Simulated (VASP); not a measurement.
Here is a VASP 6.6.1 calculation.

Contents of INCAR:

```
SYSTEM = Bi
ALGO     = Normal         ! electronic algorithm
EDIFF    = 1E-7           ! SCF threshold, eV
ENCUT    = 520            ! plane-wave cutoff, eV
GGA      = PE             ! functional
ISIF     = 2              ! what is computed and relaxed
ISMEAR   = -1             ! smearing method
LASPH    = .TRUE.         ! aspherical terms in the spheres
LCHARG   = .FALSE.        ! write CHGCAR
LREAL    = .FALSE.        ! projectors in reciprocal space
LWAVE    = .FALSE.        ! write WAVECAR
NBANDS   = 22             ! bands
NELM     = 100            ! most SCF steps
PREC     = Accurate       ! precision mode
SIGMA    = 0.05           ! smearing width, eV
```

The input KPOINTS:

```
k-points
0
G
  11 11 11
  0 0 0
```

Contents of POSCAR:

```
Bi
1.0
    2.2075272592     -1.2745164574      3.6696575857
    0.0000000000      2.5490329147      3.6696575857
   -2.2075272592     -1.2745164574      3.6696575857
Bi
2
Direct
    0.2422478058      0.2422478058      0.2422478058
   -0.2422478058     -0.2422478058     -0.2422478058
```

Potentials or basis: VASP PAW PBE potentials, release 64 (Bi_d).

Command:

```sh
$ cat potpaw_PBE.64/Bi_d/POTCAR > POTCAR
$ mpirun -np 1 vasp_std > vasp.out
```

Question: Estimate the band gap on the k mesh.

Answer: Zero (bands 15 and 16 overlap by 0.07 eV).

Question: Predict the pressure.

Answer: 8.5 GPa.

Caveat: the cell stands under pressure; spin-orbit coupling is left out, which moves the levels of the heavy elements.
